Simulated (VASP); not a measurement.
CuO2:

```
Cu O
1.0
     1.41261   -5.21075    0.00000
     1.41261    5.21075    0.00000
     0.00000    0.00000    4.34342
Cu O
2 4
Direct
  0.16725 0.83275 0.75000
  0.83275 0.16725 0.25000
  0.78897 0.21103 0.75000
  0.21103 0.78897 0.25000
  0.55149 0.44851 0.75000
  0.44851 0.55149 0.25000
```

Program: VASP 6.6.1. Alike in all runs: task single point; no spin polarisation; cell as given; cutoff (eV) 520.

Problem. Order these runs on this cell by their pressure, lowest first.
A. level PBEsol; potentials or basis VASP PAW PBE potentials, release 64 (Cu, O); k mesh 7 × 7 × 5; smearing fermi-dirac 0.1 eV
B. level LDA; potentials or basis VASP PAW LDA potentials, release 64 (Cu, O); k mesh 10 × 10 × 6; smearing fermi-dirac 0.05 eV
C. level PBE; potentials or basis VASP PAW PBE potentials, release 64 (Cu, O); k mesh 8 × 8 × 5; smearing methfessel-paxton 0.025 eV

Solution. B (-13.7 GPa), A (-7.5 GPa), C (-0.7 GPa).

Caveats: the PAW data sets were made with another functional, which shifts forces and pressure a little (some runs).
